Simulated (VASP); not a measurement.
Input of a VASP 6.6.1 run:

File INCAR:

```
SYSTEM = LiMg12
PREC = Accurate
ENCUT = 520
EDIFF = 1E-7
ISMEAR = -1
SIGMA = 0.1
LREAL = .False.
LASPH = .True.
NELM = 100
ALGO = Normal
ISIF = 2
LWAVE = .False.
LCHARG = .False.
GGA = PE
IBRION = 2
NSW = 45
EDIFFG = -0.08
LUSENCCL = .False.
```

The input KPOINTS:

```
Automatic mesh
0
Gamma
  3 2 3
  0 0 0
```

Contents of POSCAR:

```
LiMg12
1.0
    6.4200000000      0.0000000000      0.0000000000
   -4.8150000000      8.3398250000      0.0000000000
    0.0000000000      0.0000000000      5.2130400000
Mg Li
12 1
Direct
    0.0000000000      0.0000000000      0.0000000000
    0.1666667000      0.2222222000      0.5000000000
    0.0000000000      0.3333333000      0.0000000000
    0.1666667000      0.5555556000      0.5000000000
    0.0000000000      0.6666667000      0.0000000000
    0.1666667000      0.8888889000      0.5000000000
    0.5000000000      0.0000000000      0.0000000000
    0.6666667000      0.2222222000      0.5000000000
    0.5000000000      0.3333333000      0.0000000000
    0.6666667000      0.5555556000      0.5000000000
    0.5000000000      0.6666667000      0.0000000000
    0.6666667000      0.8888889000      0.5000000000
    0.6729099000      0.8904590000      0.1254652000
```

Potentials or basis: VASP PAW PBE potentials, release 64 (Mg, Li_sv).

Run with:

```console
$ cat potpaw_PBE.64/Mg/POTCAR potpaw_PBE.64/Li_sv/POTCAR > POTCAR
$ mpirun -np 1 vasp_std > vasp.out
```

Question: Predict the energy gained by relaxing.

Answer: 268.7 meV/atom.

Forces on the atoms (eV/Å):
```
Mg  -0.030  0.041 -0.029
Mg  -0.015  0.022 -0.019
Mg   0.035  0.067  0.007
Mg  -0.001 -0.006 -0.041
Mg  -0.009  0.009  0.036
Mg   0.001 -0.023  0.008
Mg   0.014 -0.021 -0.006
Mg  -0.025  0.000  0.031
Mg  -0.034  0.009 -0.009
Mg   0.036 -0.029  0.011
Mg  -0.022 -0.035  0.026
Mg   0.019 -0.008 -0.049
Li   0.031 -0.025  0.034
```

Caveat: the k points lie up to 0.40 Å⁻¹ apart; the relaxation stopped at a loose force limit of 0.08 eV/Å, so its end isn't a converged minimum.
